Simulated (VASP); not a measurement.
# C11O in VASP: notebook

Runs on C11O. Level: PBE+D3(BJ). Tasks: single point.

All numbers are computed with VASP 6.6.1; they aren't measurements. Logs are shortened: lines on timing, memory, paths and dates and some standing lists are left out, and cuts for length are marked.

## (1) The cell of the first run

The cell holds a slab with vacuum, 12 atoms: a = 3.647 Å, b = 4.269 Å, c = 23.181 Å, α = 90.00°, β = 90.00°, γ = 112.97°.

## (2) Single point, PBE+D3(BJ)

INCAR

```
SYSTEM = C11O
PREC = Accurate ; ENCUT = 520
EDIFF = 1E-6 ; ISMEAR = 0
SIGMA = 0.05 ; LREAL = .FALSE.
LASPH = .TRUE. ; NELM = 100
ALGO = Normal ; ISIF = 2
LWAVE = .FALSE. ; LCHARG = .FALSE.
LDIPOL = .TRUE. ; IDIPOL = 3
DIPOL = 0.5 0.5 0.322 ; GGA = PE
IVDW = 12 ; NBANDS = 37
```

KPOINTS

```
Automatic mesh
0
G
  8 7 1
  0 0 0
```

POSCAR

```
C11O
1.0
    3.6473242347      0.0000000000      0.0000000000
   -1.6658829406      3.9310150970      0.0000000000
    0.0000000000      0.0000000000     23.1809581692
C O
11 1
Direct
    0.5001799340      0.3333933113      0.1725554212
    0.4998200660      0.6666066887      0.1725554212
    0.5001799340      0.8333933113      0.2257231425
    0.4998200660      0.1666066887      0.2257231425
    0.5000212331      0.3353169669      0.2788716798
    0.4999787669      0.6646830331      0.2788716798
    0.5001286273      0.8366480408      0.3322552327
    0.4998713727      0.1633519592      0.3322552327
    0.4997623703      0.3544335274      0.3809574266
    0.5002376297      0.6455664726      0.3809574266
    0.7497623703      0.6044335274      0.5686114471
    0.7497623703      0.6044335274      0.5190017635
```

Potentials or basis: VASP PAW PBE potentials, release 64 (C, O).

Command:

```sh
$ cat potpaw_PBE.64/C/POTCAR potpaw_PBE.64/O/POTCAR > POTCAR
$ mpirun -np 1 vasp_std > vasp.out
```

OUTCAR:

```text
SYSTEM = C11O
   PREC = Accurate
   ENCUT = 520
   EDIFF = 1E-6
   ISMEAR = 0
   LREAL = .FALSE.
   LASPH = .TRUE.
   NELM = 100
   ISIF = 2
   GGA = PE
   IVDW = 12
 IVDW          = 12

 ion  position               nearest neighbor table
   1  0.500  0.333  0.173-   4 1.42   2 1.42
   2  0.500  0.667  0.173-   3 1.42   1 1.42
   3  0.500  0.833  0.226-   2 1.42   4 1.42   6 1.43
   4  0.500  0.167  0.226-   1 1.42   3 1.42   5 1.43
   5  0.500  0.335  0.279-   6 1.41   4 1.43   8 1.44
   6  0.500  0.665  0.279-   5 1.41   3 1.43   7 1.44
   7  0.500  0.837  0.332-  10 1.39   8 1.40   6 1.44
   8  0.500  0.163  0.332-   9 1.39   7 1.40   5 1.44
   9  0.500  0.354  0.381-  10 1.24   8 1.39
  10  0.500  0.646  0.381-   9 1.24   7 1.39
  11  0.750  0.604  0.569-  12 1.15
  12  0.750  0.604  0.519-  11 1.15

  LATTYP: Found a simple monoclinic cell.
 ALAT       =     3.6473242347
 B/A-ratio  =     6.3556066523
 C/A-ratio  =     1.1705653965
 COS(beta)  =    -0.3901884655

  Lattice vectors:

 A1 = (   3.6473242347,   0.0000000000,   0.0000000000)
 A2 = (   0.0000000000,   0.0000000000, -23.1809581692)
 A3 = (  -1.6658829406,   3.9310150970,   0.0000000000)

Analysis of symmetry for initial positions (statically):
=====================================================================
 Subroutine PRICEL returns:
 Original cell was already a primitive cell.

 Routine SETGRP: Setting up the symmetry group for a
 simple monoclinic supercell.

 Subroutine GETGRP returns: Found  1 space group operations
 (whereof  1 operations were pure point group operations)
 out of a pool of  4 trial point group operations.

The static configuration has the point symmetry C_1 .

Analysis of symmetry for dynamics (positions and initial velocities):
=====================================================================
 Subroutine PRICEL returns:
 Original cell was already a primitive cell.

 Routine SETGRP: Setting up the symmetry group for a
 simple monoclinic supercell.

 Subroutine GETGRP returns: Found  1 space group operations
 (whereof  1 operations were pure point group operations)
 out of a pool of  4 trial point group operations.

The dynamic configuration has the point symmetry C_1 .

 Subroutine INISYM returns: Found  1 space group operations
 (whereof  1 operations are pure point group operations),
 and found     1 'primitive' translations

----------------------------------------------------------------------------------------

                                     Primitive cell

  volume of cell :     332.3613

  direct lattice vectors                    reciprocal lattice vectors
     3.647324235  0.000000000  0.000000000     0.274173596  0.116189102  0.000000000
    -1.665882941  3.931015097  0.000000000     0.000000000  0.254387219  0.000000000
     0.000000000  0.000000000 23.180958169     0.000000000  0.000000000  0.043138855

  length of vectors
     3.647324235  4.269431539 23.180958169     0.297776876  0.254387219  0.043138855

  position of ions in fractional coordinates (direct lattice)
     0.500179934  0.333393311  0.172555421
     0.499820066  0.666606689  0.172555421
     0.500179934  0.833393311  0.225723143
     0.499820066  0.166606689  0.225723143
     0.500021233  0.335316967  0.278871680
     0.499978767  0.664683033  0.278871680
     0.500128627  0.836648041  0.332255233
     0.499871373  0.163351959  0.332255233
     0.499762370  0.354433527  0.380957427
     0.500237630  0.645566473  0.380957427
     0.749762370  0.604433527  0.568611447
     0.749762370  0.604433527  0.519001764

  ion indices of the primitive-cell ions
   primitive index   ion index
                 1           1
                 2           2
                 3           3
                 4           4
                 5           5
                 6           6
                 7           7
                 8           8
                 9           9
                10          10
                11          11
                12          12

----------------------------------------------------------------------------------------

 KPOINTS: Automatic mesh

Automatic generation of k-mesh.
 Grid dimensions read from file:
 generate k-points for:    8    7    1

 Generating k-lattice:

  Cartesian coordinates                     Fractional coordinates (reciprocal lattice)
     0.034271699  0.014523638  0.000000000     0.125000000 -0.000000000  0.000000000
     0.000000000  0.036341031  0.000000000     0.000000000  0.142857143  0.000000000
     0.000000000  0.000000000  0.043138855     0.000000000  0.000000000  1.000000000

  Length of vectors
     0.037222110  0.036341031  0.043138855

  Shift w.r.t. Gamma in fractional coordinates (k-lattice)
     0.000000000  0.000000000  0.000000000

 Subroutine IBZKPT returns following result:
 ===========================================

 Found     29 irreducible k-points:

 Following reciprocal coordinates:
            Coordinates               Weight
  0.000000  0.000000  0.000000      1.000000
  0.125000  0.000000  0.000000      2.000000
  0.250000  0.000000  0.000000      2.000000
  0.375000  0.000000  0.000000      2.000000
  0.500000  0.000000  0.000000      1.000000
  0.000000  0.142857  0.000000      2.000000
[... 16 lines left out ...]
  0.125000  0.428571  0.000000      2.000000
  0.250000  0.428571  0.000000      2.000000
 [... further k-points ...]
   k-points           NKPTS =     29   k-points in BZ     NKDIM =     29   number of bands    NBANDS=     37
   number of dos      NEDOS =    301   number of ions     NIONS =     12
   total plane-waves  NPLWV = 161280
   dimension x,y,z NGX =    28 NGY =   32 NGZ =  180
   dimension x,y,z NGXF=    56 NGYF=   64 NGZF=  360
   ions per type =              11   1
   NGX,Y,Z   is equivalent  to a cutoff of  12.76, 12.46, 12.91 a.u.
   NGXF,Y,Z  is equivalent  to a cutoff of  25.52, 24.92, 25.82 a.u.
 SYSTEM =  C11O
   PREC   = accura    normal or accurate (medium, high low for compatibility)
   ISTART =      0    job   : 0-new  1-cont  2-samecut
   ICHARG =      2    charge: 1-file 2-atom 10-const
   ISPIN  =      1    spin polarized calculation?
   LNONCOLLINEAR =      F non collinear calculations
   LSORBIT =      F    spin-orbit coupling
   LASPH  =      T    aspherical Exc in radial PAW
   ENCUT  =  520.0 eV  38.22 Ry    6.18 a.u.   6.78  7.94 43.10*2*pi/ulx,y,z
   NELM   =    100;   NELMIN=  2; NELMDL= -5     # of ELM steps
   EDIFF  = 0.1E-05   stopping-criterion for ELM
   LREAL  =      F    real-space projection
   EDIFFG = 0.1E-04   stopping-criterion for IOM
   NSW    =      0    number of steps for IOM
   IBRION =     -1    ionic relax: 0-MD 1-quasi-New 2-CG
   NFREE  =      0    steps in history (QN), initial steepest desc. (CG)
   ISIF   =      2    stress and relaxation
   ISYM   =      2    0-nonsym 1-usesym 2-fastsym
   POTIM  = 0.5000    time-step for ionic-motion
   TEBEG  =    0.0;   TEEND  =   0.0 temperature during run
   PSTRESS=    0.0 pullay stress
   NELECT =      50.0000    total number of electrons
   NUPDOWN=      -1.0000    fix difference up-down
   EMIN   =  10.00;   EMAX   =-10.00  energy-range for DOS
   EFERMI =   0.00;   METHOD = LEGACY
   ISMEAR =     0;   SIGMA  =   0.05  broadening in eV -4-tet -1-fermi 0-gaus
   EFERMI_NEDOS =   21; number of points for ismear=-14 and -15
   IALGO  =     38    algorithm
   IMIX   =      4    mixing-type and parameters
     AMIX     =   0.40;   BMIX     =  1.00
     AMIX_MAG =   1.60;   BMIX_MAG =  1.00
  volume/ion in A,a.u.               =      27.70       186.91
  Fermi-wavevector in a.u.,A,eV,Ry     =   0.870686  1.645357 10.314486  0.758093
  Thomas-Fermi vector in A             =   1.989686
   LORBIT       =      0    0 simple, 1 ext, 2 COOP (PROOUT), +10 PAW based schemes
   GGA     = PE    functional components
   LHFCALC =     F    Hartree Fock is set to
   AEXX    =    0.0000 exact exchange contribution
   IVDW    =    12    specifies the selected vdW correction
   LEPSILON=     F    determine dielectric tensor
   LRPA    =     F    only Hartree local field effects (RPA)
 non-spin polarized calculation
 Gauss-broadening in eV      SIGMA  =   0.05
  energy-cutoff  :      520.00
  volume of cell :      332.36
 maximum number of plane-waves:      8992
   NGX = 13   NGY = 15   NGZ = 87

 dipolmoment           0.000000      0.000000      0.012065 electrons x Angstroem

 number of electron      50.0000002 magnetization

 dipolmoment           0.000000      0.000000     -0.054825 electrons x Angstroem

 Free energy of the ion-electron system (eV)
  ---------------------------------------------------
  ext. energy  EPLUGINS =         0.00000000
  ---------------------------------------------------
  free energy    TOTEN  =       -97.28249420 eV

  energy without entropy =      -97.27931180  energy(sigma->0) =      -97.28090300

 E-fermi :  -2.8496     XC(G=0):  -4.4362

 val. band max:       -2.8519908905   @ k =  -0.1250   0.4286   0.0000
 cond. band min:      -2.7875063586   @ k =  -0.2500   0.4286   0.0000
 fundamental gap:      0.0644845319
 Fermi energy:        -2.8496421790

 k-point     1 :       0.0000    0.0000    0.0000
  band No.  band energies     occupation
      1     -26.7516      2.00000
      2     -21.5638      2.00000
      3     -19.7169      2.00000
      4     -17.0067      2.00000
      5     -16.1447      2.00000
      6     -15.5416      2.00000
[... 29 lines left out ...]
     36       3.3090      0.00000
     37       4.2387      0.00000
[... 918 lines left out ...]
     36       5.2639      0.00000
     37       5.4623      0.00000

 [... further k-points ...]

------------------------ aborting loop because EDIFF is reached ----------------------------------------

 vacuum level on the upper side and lower side of the slab       (xc-potential included)        -0.345         0.332

 Edisp (eV)   -1.27428

 E8    (eV) :    -0.3729

  FORCE on cell =-STRESS in cart. coord.  units (eV):
  Direction    XX          YY          ZZ          XY          YZ          ZX
  --------------------------------------------------------------------------------------
  -------------------------------------------------------------------------------------
  Total       0.06114    -1.51516    -3.33730     0.60721     0.03160     0.06178
  in kB       0.29475    -7.30394   -16.08774     2.92712     0.15231     0.29784
  external pressure =       -7.70 kB  Pullay stress =        0.00 kB

 VOLUME and BASIS-vectors are now :
 -----------------------------------------------------------------------------
  energy-cutoff  :      520.00
  volume of cell :      332.36
      direct lattice vectors                 reciprocal lattice vectors
     3.647324235  0.000000000  0.000000000     0.274173596  0.116189102  0.000000000
    -1.665882941  3.931015097  0.000000000     0.000000000  0.254387219  0.000000000
     0.000000000  0.000000000 23.180958169     0.000000000  0.000000000  0.043138855

 POSITION                                       TOTAL-FORCE (eV/Angst)
 -----------------------------------------------------------------------------------
      1.26892      1.31057      4.00000        -2.626085      6.143512      1.135620
      0.71252      2.62044      4.00000         2.625692     -6.143779      1.135823
      0.43598      3.27608      5.23248        -0.159144      0.382115     -1.175765
      1.54546      0.65493      5.23248         0.160393     -0.380958     -1.175713
      1.26514      1.31814      6.46451         0.008101     -0.007156     -0.001760
      0.71630      2.61288      6.46451        -0.005275      0.006655     -0.001252
      0.43037      3.28888      7.70199        -0.007963      0.010857      0.010746
      1.55107      0.64214      7.70199         0.002060     -0.009553      0.006813
      1.23235      1.39328      8.83096         0.021806     -0.080497      0.017444
      0.74909      2.53773      8.83096        -0.040611      0.067502      0.006353
      1.72771      2.37604     13.18096        -0.003693     -0.002053     -0.717592
      1.72771      2.37604     12.03096         0.024719      0.013355      0.759284
 -----------------------------------------------------------------------------------
    total drift:                               -0.000297     -0.000189      0.001470

  FREE ENERGIE OF THE ION-ELECTRON SYSTEM (eV)
  ---------------------------------------------------
  free  energy   TOTEN  =       -98.5567705341 eV

  energy  without entropy=      -98.5535881281  energy(sigma->0) =      -98.55517933

 vacuum level on the upper side and lower side of the slab         2.990         3.683
```

Wall time 4.9 min (1 thread of Intel Xeon 6975P-C (Granite Rapids), shared host); peak memory 0.54 GiB.

What came out:

| Item | Value |
| --- | --- |
| Free energy | -98.5568 eV |
| Largest force | 6.777 eV/Å |
| Band gap on the k mesh | zero (bands 25 and 26 overlap by 0.74 eV) |
| Dispersion energy per atom | -0.106 eV |

Forces in eV/Å, atoms in the order of the input:
```
C   -2.626  6.144  1.136
C    2.626 -6.144  1.136
C   -0.159  0.382 -1.176
C    0.160 -0.381 -1.176
C    0.008 -0.007 -0.002
C   -0.005  0.007 -0.001
C   -0.008  0.011  0.011
C    0.002 -0.010  0.007
C    0.022 -0.080  0.017
C   -0.041  0.068  0.006
C   -0.004 -0.002 -0.718
O    0.025  0.013  0.759
```

(Part 1 of 2 ends here.)
